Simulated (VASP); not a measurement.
# Hf7SnO16 (a cell with a defect) in VASP: electric field gradients with PBE

Aim: the electric field gradients of Hf7SnO16 (a cell with a defect) with PBE.

All numbers are computed with VASP 6.6.1; they aren't measurements. Logs are shortened: lines on timing, memory, paths and dates and some standing lists are left out, and cuts for length are marked.

### 1 The cell of the first run

The cell holds a defect, 24 atoms: a = 7.216 Å, b = 7.216 Å, c = 7.216 Å, α = 120.91°, β = 120.91°, γ = 88.43°.

### 2 Electric field gradients, PBE

INCAR

```
PREC = Accurate ; ENCUT = 520
EDIFF = 1E-8 ; ISMEAR = -1
SIGMA = 0.01 ; LREAL = Auto
LASPH = T ; NELM = 100
ALGO = Normal ; ISIF = 2
LWAVE = F ; LCHARG = F
GGA = PE ; LEFG = T
NBANDS = 108
```

KPOINTS

```
regular mesh
0
Gamma
  4 4 4
```

POSCAR

```
Hf7SnO16
1.0
   -3.5580193300      3.5580193300      5.1718612100
    3.5580193300     -3.5580193300      5.1718612100
    3.5580193300      3.5580193300     -5.1718612100
Sn Hf O
1 7 16
Direct
    0.5000000000      0.5000000000      0.5000000000
    0.0000000000      0.0000000000      0.5000000000
    0.0000000000      0.5000000000      0.0000000000
    0.5000000000      0.0000000000      0.0000000000
    0.0000000000      0.0000000000      0.0000000000
    0.5000000000      0.5000000000      0.0000000000
    0.5000000000      0.0000000000      0.5000000000
    0.0000000000      0.5000000000      0.5000000000
    0.5986039400      0.3486039400      0.2500000000
    0.0986039400      0.8486039400      0.2500000000
    0.0986039400      0.3486039400      0.7500000000
    0.5986039400      0.8486039400      0.7500000000
    0.4013960600      0.6513960600      0.2500000000
    0.9013960600      0.1513960600      0.2500000000
    0.9013960600      0.6513960600      0.7500000000
    0.4013960600      0.1513960600      0.7500000000
    0.1513960600      0.4013960600      0.2500000000
    0.6513960600      0.9013960600      0.2500000000
    0.6513960600      0.4013960600      0.7500000000
    0.1513960600      0.9013960600      0.7500000000
    0.3486039400      0.0986039400      0.2500000000
    0.8486039400      0.5986039400      0.2500000000
    0.8486039400      0.0986039400      0.7500000000
    0.3486039400      0.5986039400      0.7500000000
```

Potentials or basis: VASP PAW PBE potentials, release 64 (Sn_d, Hf_pv, O).

On the command line:

```bash
$ cat potpaw_PBE.64/Sn_d/POTCAR potpaw_PBE.64/Hf_pv/POTCAR potpaw_PBE.64/O/POTCAR > POTCAR
$ mpirun -np 1 vasp_std > vasp.out
```

OUTCAR:

```text
PREC = Accurate
   ENCUT = 520
   EDIFF = 1E-8
   ISMEAR = -1
   LREAL = Auto
   LASPH = T
   NELM = 100
   ISIF = 2
   GGA = PE

 ion  position               nearest neighbor table
   1  0.500  0.500  0.500-   9 2.05  12 2.05  17 2.05  19 2.05  13 2.37  15 2.37  21 2.37  24 2.37
                             3 3.56   4 3.56   4 3.56   3 3.56   7 3.61   8 3.61   6 3.61   7 3.61
   2  0.000  0.000  0.500-  10 2.05  11 2.05  18 2.05  20 2.05  14 2.37  16 2.37  22 2.37  23 2.37
                             3 3.56   4 3.56   3 3.56   4 3.56   7 3.61   8 3.61   5 3.61   8 3.61
   3  0.000  0.500  0.000-  10 2.05  11 2.05  17 2.05  19 2.05  13 2.37  15 2.37  22 2.37  23 2.37
                             1 3.56   2 3.56   2 3.56   1 3.56   7 3.61   8 3.61   8 3.61   5 3.61
   4  0.500  0.000  0.000-   9 2.05  12 2.05  18 2.05  20 2.05  14 2.37  16 2.37  21 2.37  24 2.37
                             1 3.56   2 3.56   1 3.56   2 3.56   7 3.61   8 3.61   7 3.61   6 3.61
   5  0.000  0.000  0.000-  14 2.05  15 2.05  21 2.05  23 2.05  17 2.37  20 2.37  10 2.37  12 2.37
                             7 3.56   8 3.56   8 3.56   7 3.56   1 3.61   2 3.61   2 3.61   3 3.61
   6  0.500  0.500  0.000-  13 2.05  16 2.05  22 2.05  24 2.05  18 2.37  19 2.37   9 2.37  11 2.37
                             7 3.56   8 3.56   7 3.56   8 3.56   1 3.61   2 3.61   1 3.61   4 3.61
   7  0.500  0.000  0.500-  13 2.05  16 2.05  21 2.05  23 2.05  18 2.37  19 2.37  10 2.37  12 2.37
                             5 3.56   6 3.56   6 3.56   5 3.56   1 3.61   2 3.61   4 3.61   1 3.61
   8  0.000  0.500  0.500-  14 2.05  15 2.05  22 2.05  24 2.05  17 2.37  20 2.37   9 2.37  11 2.37
                             5 3.56   6 3.56   5 3.56   6 3.56   1 3.61   2 3.61   3 3.61   2 3.61
   9  0.599  0.349  0.250-   1 2.05   4 2.05   6 2.37   8 2.37
  10  0.099  0.849  0.250-   2 2.05   3 2.05   5 2.37   7 2.37
  11  0.099  0.349  0.750-   2 2.05   3 2.05   6 2.37   8 2.37
  12  0.599  0.849  0.750-   1 2.05   4 2.05   5 2.37   7 2.37
  13  0.401  0.651  0.250-   6 2.05   7 2.05   1 2.37   3 2.37
  14  0.901  0.151  0.250-   5 2.05   8 2.05   2 2.37   4 2.37
[... 8 lines left out ...]
  23  0.849  0.099  0.750-   5 2.05   7 2.05   2 2.37   3 2.37
  24  0.349  0.599  0.750-   6 2.05   8 2.05   1 2.37   4 2.37

  LATTYP: Found a body centered tetragonal cell.
 ALAT       =     7.1160386600
 C/A-ratio  =     1.4535787275

  Lattice vectors:

 A1 = (  -3.5580193300,   3.5580193300,   5.1718612100)
 A2 = (   3.5580193300,  -3.5580193300,   5.1718612100)
 A3 = (   3.5580193300,   3.5580193300,  -5.1718612100)

Analysis of symmetry for initial positions (statically):
=====================================================================
 Subroutine PRICEL returns:
 Original cell was already a primitive cell.

 Routine SETGRP: Setting up the symmetry group for a
 body centered tetragonal supercell.

[... 1580 lines left out ...]
  in kB       73.5592919     73.5592919     74.5439870      0.0000000      0.0000000     -0.0000000
  external PRESSURE =      73.8875236 kB  Pullay stress =       0.0000000 kB

 VOLUME and BASIS-vectors are now :
 -----------------------------------------------------------------------------
  energy-cutoff  :      520.00
  volume of cell :      261.89
      direct lattice vectors                 reciprocal lattice vectors
    -3.558019330  3.558019330  5.171861210     0.000000000  0.140527623  0.096676995
     3.558019330 -3.558019330  5.171861210     0.140527623  0.000000000  0.096676995
     3.558019330  3.558019330 -5.171861210     0.140527623  0.140527623  0.000000000

 POSITION                                       TOTAL-FORCE (eV/Angst)
 -----------------------------------------------------------------------------------
      1.77901      1.77901      2.58593        -0.000000      0.000000     -0.000000
      1.77901      1.77901     -2.58593        -0.000000      0.000000     -0.000000
      1.77901     -1.77901      2.58593        -0.000000      0.000000      0.336019
     -1.77901      1.77901      2.58593        -0.000000      0.000000     -0.336019
      0.00000      0.00000      0.00000        -0.149109      0.149109     -0.000000
      0.00000      0.00000      5.17186         0.149109     -0.149109     -0.000000
[... 16 lines left out ...]
      0.00000      5.33703      1.01993         0.173601     -0.000000      0.057585
      3.55802      1.77901      1.01993         0.267326     -0.000000     -0.101879
 -----------------------------------------------------------------------------------
    total drift:                               -0.000000      0.000000      0.000000

  FREE ENERGIE OF THE ION-ELECTRON SYSTEM (eV)
  ---------------------------------------------------
  free  energy   TOTEN  =      -230.3115840324 eV

  energy  without entropy=     -230.3115840324  energy(sigma->0) =     -230.31158403

 Electric field gradients (V/A^2)
---------------------------------------------------------------------
 ion       V_xx      V_yy      V_zz      V_xy      V_xz      V_yz
---------------------------------------------------------------------
   1     -31.715   -31.715    63.430    -0.003    -0.002    -0.002
   2     -60.574   -60.574   121.148     0.001     0.000     0.000
   3     -54.824   -80.522   135.346     0.001     0.000     0.000
   4     -80.522   -54.824   135.346     0.001     0.000     0.000
   5     -59.499   -59.499   118.997    -1.352    -7.473    -7.473
   6     -59.498   -59.498   118.997    -1.353     7.474     7.474
[... 16 lines left out ...]
  23      13.972    -8.008    -5.965    -0.001    -2.633    -0.001
  24      12.824    -8.044    -4.779    -0.001    -3.972    -0.001
---------------------------------------------------------------------

 Electric field gradients after diagonalization (V/A^2)
 (convention: |V_zz| > |V_xx| > |V_yy|)
----------------------------------------------------------------------
 ion       V_xx      V_yy      V_zz     asymmetry (V_yy - V_xx)/ V_zz
----------------------------------------------------------------------
   1     -31.718   -31.712    63.430       0.000
   2     -60.575   -60.573   121.148       0.000
   3     -80.522   -54.824   135.346       0.190
   4     -80.522   -54.824   135.346       0.190
   5     -61.470   -58.146   119.616       0.028
   6     -61.470   -58.145   119.616       0.028
[... 16 lines left out ...]
  23      -8.008    -6.306    14.314       0.119
  24      -8.044    -5.634    13.679       0.176
----------------------------------------------------------------------

           NMR quadrupolar parameters

 Cq : quadrupolar parameter    Cq=e*Q*V_zz/h
 eta: asymmetry parameters     (V_yy - V_xx)/ V_zz
 Q  : nuclear electric quadrupole moment in mb (millibarn)
----------------------------------------------------------------------
 ion       Cq(MHz)       eta       Q (mb)
----------------------------------------------------------------------
   1       0.153       0.000       1.000
   2       0.293       0.000       1.000
   3       0.327       0.190       1.000
   4       0.327       0.190       1.000
   5       0.289       0.028       1.000
   6       0.289       0.028       1.000
[... 16 lines left out ...]
  23       0.035       0.119       1.000
  24       0.033       0.176       1.000
----------------------------------------------------------------------
```

OSZICAR:

```text
N       E                     dE             d eps       ncg     rms          rms(c)
DAV:   1     0.187642695957E+04    0.18764E+04   -0.93706E+04  2808   0.185E+03
DAV:   2    -0.148459760739E+02   -0.18913E+04   -0.17962E+04  3160   0.510E+02
DAV:   3    -0.259698470155E+03   -0.24485E+03   -0.23884E+03  2972   0.167E+02
[... 11 lines left out ...]
DAV:  15    -0.230311583605E+03   -0.19940E-05   -0.32041E-06  3824   0.101E-02    0.647E-03
DAV:  16    -0.230311584167E+03   -0.56191E-06   -0.80663E-07  3624   0.391E-03    0.126E-02
DAV:  17    -0.230311583906E+03    0.26056E-06   -0.28580E-07  3880   0.209E-03    0.147E-03
DAV:  18    -0.230311584063E+03   -0.15680E-06   -0.49857E-08  2760   0.115E-03    0.336E-03
DAV:  19    -0.230311584036E+03    0.27529E-07   -0.37511E-08  2608   0.733E-04    0.290E-04
DAV:  20    -0.230311584032E+03    0.32469E-08   -0.32403E-09  1576   0.262E-04
   1 F= -.23031158E+03 E0= -.23031158E+03  d E =-.125374E-11
```

stdout:

```text
POSCAR found type information on POSCAR SnHfO
 POSCAR found :  3 types and      24 ions
 scaLAPACK will be used
 LDA part: xc-table for (Slater+PW92), standard interpolation
 POSCAR, INCAR and KPOINTS ok, starting setup
 FFT: planning ... GRIDC
 FFT: planning ... GRID_SOFT
 FFT: planning ... GRID
 WAVECAR not read
 entering main loop
ion   1

ion   2

ion   3

ion   4

ion   5

ion   6

ion   7

ion   8

ion   9

ion  10

ion  11

ion  12

ion  13

ion  14

ion  15

ion  16

ion  17

ion  18

ion  19

ion  20

ion  21

ion  22

ion  23

ion  24
```

It took 22 min on 1 thread of Intel Xeon Platinum 8259CL at 2.50GHz (Skylake/Cascade Lake), shared host; peak memory 0.53 GiB.

Results:

```
Free energy            : -230.3116 eV
Pressure               : 7.4 GPa
Largest force          : 0.336 eV/Å
Band gap on the k mesh : 3.61 eV
```

Forces on the atoms (eV/Å):
```
Sn   0.000  0.000  0.000
Hf   0.000  0.000  0.000
Hf   0.000  0.000  0.336
Hf   0.000  0.000 -0.336
Hf  -0.149  0.149  0.000
Hf   0.149 -0.149  0.000
Hf  -0.149 -0.149  0.000
Hf   0.149  0.149  0.000
O    0.143  0.000  0.187
O    0.041  0.000  0.047
O   -0.041  0.000  0.047
O   -0.143  0.000  0.187
O    0.000 -0.267  0.102
O    0.000 -0.174 -0.058
O    0.000  0.267  0.102
O    0.000  0.174 -0.058
O    0.000  0.143 -0.187
O    0.000  0.041 -0.047
O    0.000 -0.143 -0.187
O    0.000 -0.041 -0.047
O   -0.267  0.000 -0.102
O   -0.174  0.000  0.058
O    0.174  0.000  0.058
O    0.267  0.000 -0.102
```

Electric field gradients, principal values (V/Å²):
```tsv
atom	least	middle	greatest (by size)
1 Sn	-31.712	-31.718	63.430
2 Hf	-60.573	-60.575	121.148
3 Hf	-54.824	-80.522	135.346
4 Hf	-54.824	-80.522	135.346
5 Hf	-58.146	-61.470	119.616
6 Hf	-58.145	-61.470	119.616
7 Hf	-58.144	-61.471	119.616
8 Hf	-58.144	-61.471	119.616
9 O	-20.212	-29.739	49.951
10 O	-3.670	-5.701	9.371
11 O	-3.671	-5.701	9.371
12 O	-20.212	-29.737	49.948
13 O	-5.634	-8.044	13.679
14 O	-6.306	-8.008	14.314
15 O	-5.633	-8.044	13.678
16 O	-6.306	-8.008	14.314
17 O	-20.212	-29.737	49.948
18 O	-3.671	-5.701	9.371
19 O	-20.212	-29.739	49.951
20 O	-3.670	-5.701	9.371
21 O	-5.633	-8.044	13.678
22 O	-6.306	-8.008	14.314
23 O	-6.306	-8.008	14.314
24 O	-5.634	-8.044	13.679
```

Caveat: without QUAD_EFG the Cq values of the log hold for a quadrupole moment of 1 mb, not for the nuclei; spin-orbit coupling is left out, which moves the levels of the heavy elements.
